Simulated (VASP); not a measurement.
Crystal: LaB6.

```
La B
1.0
     4.15700    0.00000    0.00000
     0.00000    4.15700    0.00000
     0.00000    0.00000    4.15700
La B
1 6
Direct
  0.00000 0.00000 0.00000
  0.19750 0.50000 0.50000
  0.50000 0.19750 0.50000
  0.80250 0.50000 0.50000
  0.50000 0.80250 0.50000
  0.50000 0.50000 0.19750
  0.50000 0.50000 0.80250
```

| Quantity | Value |
| --- | --- |
| Program | VASP 6.6.1 |
| Task | relaxation of cell and atoms |
| Functional | LDA |
| Potentials or basis | VASP PAW LDA potentials, release 64 (La, B) |
| Cutoff | 600 eV |
| k mesh | 6 × 6 × 6 |
| Occupations | gaussian, width 0.1 eV |
| Spin | no spin polarisation |

At the start: pressure -7.8 GPa; volume 10.26 Å³/atom.

Where does the relaxation end?

Over 5 steps the energy falls by 13.7 meV/atom and the volume is 9.85 Å³/atom (-4.1 %); space group Pm-3m (No. 221, to 0.05 Å).

The path:
| step | energy change (eV) | largest force (eV/Å) | pressure (GPa) | volume (Å³) |
| --- | --- | --- | --- | --- |
| 1 | 0.0000 | 0.7244 | -7.85 | 71.84 |
| 2 | 0.0997 | 1.9317 | 8.47 | 66.74 |
| 3 | -0.0877 | 0.2629 | -1.86 | 69.67 |
| 4 | -0.0905 | 0.2668 | 1.35 | 68.32 |
| 5 | -0.0961 | 0.0226 | -0.14 | 68.92 |

Final structure:
```
CELL_PARAMETERS angstrom
4.09993 0.00000 0.00000
0.00000 4.09993 0.00000
0.00000 0.00000 4.09993
ATOMIC_POSITIONS crystal
La 0.00000 0.00000 0.00000
B 0.19969 0.50000 0.50000
B 0.50000 0.19969 0.50000
B 0.80031 0.50000 0.50000
B 0.50000 0.80031 0.50000
B 0.50000 0.50000 0.19969
B 0.50000 0.50000 0.80031
```

Caveat: the relaxation stopped at a loose force limit of 0.05 eV/Å, so its end isn't a converged minimum.
